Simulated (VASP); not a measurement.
# Be17S16 (a cell with a defect) in VASP: relaxation of the atoms with PBE

Aim: the relaxation of the atoms of Be17S16 (a cell with a defect) with PBE.

All numbers are computed with VASP 6.6.1; they aren't measurements. Logs are shortened: lines on timing, memory, paths and dates and some standing lists are left out, and cuts for length are marked.

## (1) The cell of the first run

The cell holds a defect, 33 atoms: a = 8.446 Å, b = 8.446 Å, c = 8.446 Å, α = 109.47°, β = 109.47°, γ = 109.47°.

## (2) Relaxation of the atoms, PBE (with an interstitial atom)

Contents of INCAR:

```
SYSTEM = Be17S16
  PREC = Accurate
  ENCUT = 520
  EDIFF = 1E-7
  ISMEAR = 0
  SIGMA = 0.01
  LREAL = Auto
  LASPH = .TRUE.
  NELM = 60
  ALGO = Normal
  ISIF = 2
  LWAVE = .FALSE.
  LCHARG = .FALSE.
  GGA = PE
  IBRION = 2
  NSW = 65
  EDIFFG = -0.025
  NELECT = 128.0
```

Contents of KPOINTS:

```
Automatic mesh
0
Gamma
  2 2 2
  0.5 0.5 0.5
```

Contents of POSCAR:

```
Be17S16
1.0
    4.8761188970      4.8761188970      4.8761188970
   -4.8761188970     -4.8761188970      4.8761188970
    4.8761188970     -4.8761188970     -4.8761188970
Be S
17 16
Direct
    0.7520431245      0.2518247969      0.0000000000
   -0.0139735348      0.0000000000      0.0000000000
    0.7479568755      0.4979568755      0.7497816724
   -0.0018247969      0.2502183276      0.7481752031
    0.2500000000      0.0000000000      0.7360264652
    0.2500000000      0.7360264652      0.0000000000
    0.5018247969      0.5020431245      0.0000000000
    0.7520431245      0.0000000000      0.2518247969
    0.7479568755      0.7497816724      0.4979568755
   -0.0002183276      0.4979568755      0.4979568755
    0.2500000000      0.2518247969      0.5020431245
    0.5018247969      0.0000000000      0.5020431245
    0.5002183276      0.7481752031      0.7481752031
   -0.0018247969      0.7481752031      0.2502183276
    0.2500000000      0.5020431245      0.2518247969
    0.5139735348      0.2639735348      0.2639735348
    0.2500000000      0.0000000000      0.0000000000
    0.7500000000      0.2500000000      0.7500000000
    0.0014449507      0.0000000000      0.7514449507
    0.7554818784      0.5054818784      0.5054818784
    0.0000000000      0.2500000000      0.5000000000
    0.2500000000      0.0000000000      0.4945181216
    0.2500000000      0.7514449507      0.7514449507
    0.5000000000      0.5000000000      0.7500000000
    0.7445181216      0.0000000000      0.0000000000
    0.7500000000      0.7500000000      0.2500000000
    0.0000000000      0.5000000000      0.2500000000
    0.2500000000      0.2485550493      0.2485550493
    0.4985550493      0.0000000000      0.2485550493
    0.5000000000      0.7500000000      0.5000000000
    0.0014449507      0.7514449507      0.0000000000
    0.2500000000      0.4945181216      0.0000000000
    0.4985550493      0.2485550493      0.0000000000
```

Potentials or basis: VASP PAW PBE potentials, release 64 (Be, S).

Launch:

```bash
$ cat potpaw_PBE.64/Be/POTCAR potpaw_PBE.64/S/POTCAR > POTCAR
$ mpirun -np 1 vasp_std > vasp.out
```

OUTCAR:

```text
SYSTEM = Be17S16
   PREC = Accurate
   ENCUT = 520
   EDIFF = 1E-7
   ISMEAR = 0
   LREAL = Auto
   LASPH = .TRUE.
   NELM = 60
   ISIF = 2
   GGA = PE
   IBRION = 2
   NSW = 65
   EDIFFG = -0.025
   NELECT = 128.0

 ion  position               nearest neighbor table
   1  0.752  0.252  0.000-  18 2.10  27 2.10  25 2.11  33 2.13
   2  0.986  0.000  0.000-  25 2.04  19 2.15  28 2.15  31 2.15  17 2.23
   3  0.748  0.498  0.750-  18 2.10  24 2.10  20 2.11  31 2.13
   4  0.998  0.250  0.748-  18 2.10  21 2.10  32 2.11  19 2.13
   5  0.250  0.000  0.736-  22 2.04  19 2.15  23 2.15  33 2.15  17 2.23
   6  0.250  0.736  0.000-  32 2.04  29 2.15  31 2.15  23 2.15  17 2.23
   7  0.502  0.502  0.000-  24 2.10  26 2.10  32 2.11  33 2.13
   8  0.752  0.000  0.252-  21 2.10  26 2.10  25 2.11  29 2.13
   9  0.748  0.750  0.498-  26 2.10  30 2.10  20 2.11  19 2.13
  10  1.000  0.498  0.498-  21 2.10  27 2.10  20 2.11  23 2.13
  11  0.250  0.252  0.502-  24 2.10  21 2.10  22 2.11  28 2.13
  12  0.502  0.000  0.502-  18 2.10  30 2.10  22 2.11  29 2.13
  13  0.500  0.748  0.748-  24 2.10  30 2.10  25 2.11  23 2.13
  14  0.998  0.748  0.250-  26 2.10  27 2.10  22 2.11  31 2.13
  15  0.250  0.502  0.252-  27 2.10  30 2.10  32 2.11  28 2.13
  16  0.514  0.264  0.264-  20 2.04  28 2.15  29 2.15  33 2.15  17 2.23
  17  0.250  0.000  0.000-   2 2.23   5 2.23   6 2.23  16 2.23  19 2.42  23 2.42  28 2.42  29 2.42
                            31 2.42  33 2.42
  18  0.750  0.250  0.750-   4 2.10  12 2.10   1 2.10   3 2.10
  19  0.001  0.000  0.751-   9 2.13   4 2.13   5 2.15   2 2.15  17 2.42
  20  0.755  0.505  0.505-  16 2.04   9 2.11  10 2.11   3 2.11
  21  0.000  0.250  0.500-   4 2.10   8 2.10  11 2.10  10 2.10
  22  0.250  0.000  0.495-   5 2.04  14 2.11  12 2.11  11 2.11
  23  0.250  0.751  0.751-  10 2.13  13 2.13   5 2.15   6 2.15  17 2.42
  24  0.500  0.500  0.750-  13 2.10  11 2.10   7 2.10   3 2.10
  25  0.745  0.000  0.000-   2 2.04  13 2.11   8 2.11   1 2.11
  26  0.750  0.750  0.250-  14 2.10   8 2.10   7 2.10   9 2.10
  27  0.000  0.500  0.250-  14 2.10   1 2.10  15 2.10  10 2.10
  28  0.250  0.249  0.249-  11 2.13  15 2.13   2 2.15  16 2.15  17 2.42
  29  0.499  0.000  0.249-   8 2.13  12 2.13   6 2.15  16 2.15  17 2.42
  30  0.500  0.750  0.500-  13 2.10  12 2.10  15 2.10   9 2.10
  31  0.001  0.751  0.000-   3 2.13  14 2.13   6 2.15   2 2.15  17 2.42
  32  0.250  0.495  0.000-   6 2.04   4 2.11   7 2.11  15 2.11
  33  0.499  0.249  0.000-   1 2.13   7 2.13   5 2.15  16 2.15  17 2.42

  LATTYP: Found a body centered cubic cell.
 ALAT       =     9.7522377940

  Lattice vectors:

 A1 = (   4.8761188970,   4.8761188970,   4.8761188970)
 A2 = (  -4.8761188970,  -4.8761188970,   4.8761188970)
 A3 = (   4.8761188970,  -4.8761188970,  -4.8761188970)

Analysis of symmetry for initial positions (statically):
=====================================================================
 Subroutine PRICEL returns:
 Original cell was already a primitive cell.

 Routine SETGRP: Setting up the symmetry group for a
 body centered cubic supercell.

 Subroutine GETGRP returns: Found 24 space group operations
 (whereof  6 operations were pure point group operations)
 out of a pool of 48 trial point group operations.

The static configuration has the point symmetry C_3v.
 The point group associated with its full space group is T_d .

Analysis of symmetry for dynamics (positions and initial velocities):
=====================================================================
 Subroutine PRICEL returns:
 Original cell was already a primitive cell.

 Routine SETGRP: Setting up the symmetry group for a
 body centered cubic supercell.

 Subroutine GETGRP returns: Found 24 space group operations
 (whereof  6 operations were pure point group operations)
 out of a pool of 48 trial point group operations.

The dynamic configuration has the point symmetry C_3v.
 The point group associated with its full space group is T_d .

 Subroutine INISYM returns: Found 24 space group operations
 (whereof  6 operations are pure point group operations),
 and found     1 'primitive' translations

----------------------------------------------------------------------------------------

                                     Primitive cell

  volume of cell :     463.7489

  direct lattice vectors                    reciprocal lattice vectors
     4.876118897  4.876118897  4.876118897     0.102540568  0.000000000  0.102540568
    -4.876118897 -4.876118897  4.876118897     0.000000000 -0.102540568  0.102540568
     4.876118897 -4.876118897 -4.876118897     0.102540568 -0.102540568  0.000000000

  length of vectors
     8.445685673  8.445685673  8.445685673     0.145014262  0.145014262  0.145014262
[... 86 lines left out ...]

  Length of vectors
     0.072507131  0.072507131  0.072507131

  Shift w.r.t. Gamma in fractional coordinates (k-lattice)
     0.500000000  0.500000000  0.500000000

 Subroutine IBZKPT returns following result:
 ===========================================

 Found      2 irreducible k-points:

 Following reciprocal coordinates:
            Coordinates               Weight
  0.250000  0.250000  0.250000      2.000000
 -0.250000  0.250000  0.250000      6.000000
   k-points           NKPTS =      2   k-points in BZ     NKDIM =      2   number of bands    NBANDS=     81
   number of dos      NEDOS =    301   number of ions     NIONS =     33
   total plane-waves  NPLWV = 262144
   dimension x,y,z NGX =    64 NGY =   64 NGZ =   64
   dimension x,y,z NGXF=   128 NGYF=  128 NGZF=  128
   ions per type =              17  16
   NGX,Y,Z   is equivalent  to a cutoff of  12.60, 12.60, 12.60 a.u.
   NGXF,Y,Z  is equivalent  to a cutoff of  25.20, 25.20, 25.20 a.u.
 SYSTEM =  Be17S16
   PREC   = accura    normal or accurate (medium, high low for compatibility)
   ISTART =      0    job   : 0-new  1-cont  2-samecut
   ICHARG =      2    charge: 1-file 2-atom 10-const
   ISPIN  =      1    spin polarized calculation?
   LNONCOLLINEAR =      F non collinear calculations
   LSORBIT =      F    spin-orbit coupling
   LASPH  =      T    aspherical Exc in radial PAW
   ENCUT  =  520.0 eV  38.22 Ry    6.18 a.u.  15.70 15.70 15.70*2*pi/ulx,y,z
   NELM   =     60;   NELMIN=  2; NELMDL= -5     # of ELM steps
   EDIFF  = 0.1E-06   stopping-criterion for ELM
   LREAL  =      T    real-space projection
   EDIFFG = -.3E-01   stopping-criterion for IOM
   NSW    =     65    number of steps for IOM
   IBRION =      2    ionic relax: 0-MD 1-quasi-New 2-CG
   NFREE  =      1    steps in history (QN), initial steepest desc. (CG)
   ISIF   =      2    stress and relaxation
   ISYM   =      2    0-nonsym 1-usesym 2-fastsym
   POTIM  = 0.5000    time-step for ionic-motion
   TEBEG  =    0.0;   TEEND  =   0.0 temperature during run
   PSTRESS=    0.0 pullay stress
   NELECT =     128.0000    total number of electrons
   NUPDOWN=      -1.0000    fix difference up-down
   EMIN   =  10.00;   EMAX   =-10.00  energy-range for DOS
   EFERMI =   0.00;   METHOD = LEGACY
   ISMEAR =     0;   SIGMA  =   0.01  broadening in eV -4-tet -1-fermi 0-gaus
   EFERMI_NEDOS =   21; number of points for ismear=-14 and -15
   IALGO  =     38    algorithm
   IMIX   =      4    mixing-type and parameters
     AMIX     =   0.40;   BMIX     =  1.00
     AMIX_MAG =   1.60;   BMIX_MAG =  1.00
  volume/ion in A,a.u.               =      14.05        94.83
  Fermi-wavevector in a.u.,A,eV,Ry     =   1.065902  2.014262 15.458214  1.136147
  Thomas-Fermi vector in A             =   2.201469
   LORBIT       =      0    0 simple, 1 ext, 2 COOP (PROOUT), +10 PAW based schemes
   GGA     = PE    functional components
   LHFCALC =     F    Hartree Fock is set to
   AEXX    =    0.0000 exact exchange contribution
   IVDW    =     0    specifies the selected vdW correction
   LEPSILON=     F    determine dielectric tensor
   LRPA    =     F    only Hartree local field effects (RPA)
 conjugate gradient relaxation of ions
 non-spin polarized calculation
 Gauss-broadening in eV      SIGMA  =   0.01
  energy-cutoff  :      520.00
  volume of cell :      463.75
 maximum number of plane-waves:     12532
 NGX is ok and might be reduce to    64
   NGX = 31   NGY = 31   NGZ = 31

--------------------------------------- Ionic step        1  -------------------------------------------

 number of electron     127.9999998 magnetization

 Free energy of the ion-electron system (eV)
  ---------------------------------------------------
  ext. energy  EPLUGINS =         0.00000000
  ---------------------------------------------------
  free energy    TOTEN  =      -173.22597559 eV

  energy without entropy =     -173.22597559  energy(sigma->0) =     -173.22597559

------------------------ aborting loop because EDIFF is reached ----------------------------------------

  FORCE on cell =-STRESS in cart. coord.  units (eV):
  Direction    XX          YY          ZZ          XY          YZ          ZX
  --------------------------------------------------------------------------------------
  -------------------------------------------------------------------------------------
  Total      -17.5215830    -17.5215830    -17.5215830      0.0000000     -0.0000000     -0.0000000
  in kB      -60.5342369    -60.5342369    -60.5342369      0.0000000     -0.0000000     -0.0000000
  external PRESSURE =     -60.5342369 kB  Pullay stress =       0.0000000 kB
[... 188 lines left out ...]
--------------------------------------- Ionic step        4  -------------------------------------------

 number of electron     127.9999998 magnetization

 Free energy of the ion-electron system (eV)
  ---------------------------------------------------
  ext. energy  EPLUGINS =         0.00000000
  ---------------------------------------------------
  free energy    TOTEN  =      -173.31850603 eV

  energy without entropy =     -173.31850603  energy(sigma->0) =     -173.31850603

 E-fermi :   3.7630     XC(G=0):  -9.6829

 val. band max:        3.6778697919   @ k =   0.2500   0.2500   0.2500
 cond. band min:       7.3053323639   @ k =  -0.2500   0.2500   0.2500
 fundamental gap:      3.6274625720
 Fermi energy:         3.7630258984

 k-point     1 :       0.2500    0.2500    0.2500
  band No.  band energies     occupation
      1      -9.2640      2.00000
      2      -8.7617      2.00000
      3      -8.7617      2.00000
      4      -8.7617      2.00000
      5      -7.8567      2.00000
      6      -7.8567      2.00000
[... 68 lines left out ...]
     75       9.0714      0.00000
     76       9.0714      0.00000

 k-point     2 :      -0.2500    0.2500    0.2500
  band No.  band energies     occupation
      1      -9.4002      2.00000
      2      -8.6781      2.00000
      3      -8.4953      2.00000
      4      -8.4953      2.00000
      5      -8.2638      2.00000
      6      -8.0359      2.00000
[... 68 lines left out ...]
     75       9.7088      0.00000
     76       9.9054      0.00000
 [bands above 76 left out]

------------------------ aborting loop because EDIFF is reached ----------------------------------------

  FORCE on cell =-STRESS in cart. coord.  units (eV):
  Direction    XX          YY          ZZ          XY          YZ          ZX
  --------------------------------------------------------------------------------------
  -------------------------------------------------------------------------------------
  Total      -17.0448903    -17.0448903    -17.0448903      0.0000000      0.0000000      0.0000000
  in kB      -58.8873407    -58.8873407    -58.8873407      0.0000000      0.0000000      0.0000000
  external PRESSURE =     -58.8873407 kB  Pullay stress =       0.0000000 kB
[... 48 lines left out ...]
  FREE ENERGIE OF THE ION-ELECTRON SYSTEM (eV)
  ---------------------------------------------------
  free  energy   TOTEN  =      -173.3185060288 eV

  energy  without entropy=     -173.3185060288  energy(sigma->0) =     -173.31850603

 reached required accuracy - stopping structural energy minimisation
```

Wall time 11 min (1 thread of Intel Xeon Platinum 8488C (Sapphire Rapids), shared host); peak memory 0.62 GiB.

What came out:

| Item | Value |
| --- | --- |
| Free energy | -173.3185 eV |
| Energy gained by relaxing | 2.8 meV/atom |
| Ionic steps | 4 |
| Largest force after relaxing | 0.019 eV/Å |

Forces on the atoms (eV/Å):
```
Be  -0.005 -0.005 -0.018
Be  -0.002 -0.002 -0.002
Be   0.005 -0.005  0.018
Be   0.018  0.005 -0.005
Be  -0.002  0.002  0.002
Be   0.002  0.002 -0.002
Be   0.005  0.005 -0.018
Be  -0.018 -0.005 -0.005
Be   0.018 -0.005  0.005
Be   0.005 -0.018  0.005
Be  -0.005  0.018  0.005
Be  -0.018  0.005  0.005
Be  -0.005 -0.018 -0.005
Be  -0.005  0.005  0.018
Be   0.005  0.018 -0.005
Be   0.002 -0.002  0.002
Be   0.000  0.000  0.000
S    0.000  0.000  0.000
S    0.004  0.000  0.000
S   -0.003  0.003 -0.003
S    0.000  0.000  0.000
S    0.003 -0.003 -0.003
S    0.000 -0.004  0.000
S    0.000  0.000  0.000
S    0.003  0.003  0.003
S    0.000  0.000  0.000
S    0.000  0.000  0.000
S    0.000  0.004  0.000
S   -0.004  0.000  0.000
S    0.000  0.000  0.000
S    0.000  0.000  0.004
S   -0.003 -0.003  0.003
S    0.000  0.000 -0.004
```

Step by step:
| step | energy change (eV) | largest force (eV/Å) | pressure (GPa) |
| --- | --- | --- | --- |
| 1 | 0.0000 | 0.4801 | -6.05 |
| 2 | -0.0880 | 0.1000 | -5.92 |
| 3 | -0.0908 | 0.0815 | -5.88 |
| 4 | -0.0925 | 0.0191 | -5.89 |

Final structure:
```yaml
crystal:
  lattice:
    - [4.87612, 4.87612, 4.87612]
    - [-4.87612, -4.87612, 4.87612]
    - [4.87612, -4.87612, -4.87612]
  atoms:
    - { symbol: Be, position: [0.75275, 0.25005, 0.00000] }
    - { symbol: Be, position: [0.98334, 0.00000, 0.00000] }
    - { symbol: Be, position: [0.74725, 0.49725, 0.74731] }
    - { symbol: Be, position: [0.99995, 0.25269, 0.74995] }
    - { symbol: Be, position: [0.25000, 0.00000, 0.73334] }
    - { symbol: Be, position: [0.25000, 0.73334, 0.00000] }
    - { symbol: Be, position: [0.50005, 0.50275, 0.00000] }
    - { symbol: Be, position: [0.75275, 0.00000, 0.25005] }
    - { symbol: Be, position: [0.74725, 0.74731, 0.49725] }
    - { symbol: Be, position: [0.99731, 0.49725, 0.49725] }
    - { symbol: Be, position: [0.25000, 0.25005, 0.50275] }
    - { symbol: Be, position: [0.50005, 0.00000, 0.50275] }
    - { symbol: Be, position: [0.50269, 0.74995, 0.74995] }
    - { symbol: Be, position: [0.99995, 0.74995, 0.25269] }
    - { symbol: Be, position: [0.25000, 0.50275, 0.25005] }
    - { symbol: Be, position: [0.51666, 0.26666, 0.26666] }
    - { symbol: Be, position: [0.25000, 0.00000, 0.00000] }
    - { symbol: S, position: [0.75000, 0.25000, 0.75000] }
    - { symbol: S, position: [0.00448, 0.00000, 0.75448] }
    - { symbol: S, position: [0.75573, 0.50573, 0.50573] }
    - { symbol: S, position: [0.00000, 0.25000, 0.50000] }
    - { symbol: S, position: [0.25000, 0.00000, 0.49427] }
    - { symbol: S, position: [0.25000, 0.75448, 0.75448] }
    - { symbol: S, position: [0.50000, 0.50000, 0.75000] }
    - { symbol: S, position: [0.74427, 0.00000, 0.00000] }
    - { symbol: S, position: [0.75000, 0.75000, 0.25000] }
    - { symbol: S, position: [0.00000, 0.50000, 0.25000] }
    - { symbol: S, position: [0.25000, 0.24552, 0.24552] }
    - { symbol: S, position: [0.49552, 0.00000, 0.24552] }
    - { symbol: S, position: [0.50000, 0.75000, 0.50000] }
    - { symbol: S, position: [0.00448, 0.75448, 0.00000] }
    - { symbol: S, position: [0.25000, 0.49427, 0.00000] }
    - { symbol: S, position: [0.49552, 0.24552, 0.00000] }
```

Caveat: the cell carries a net charge on a neutralising background, which shifts energy and pressure; the cell differs from its parent crystal (with an interstitial atom); the cell is charged against a uniform background, so pressure and absolute levels hang on convention.
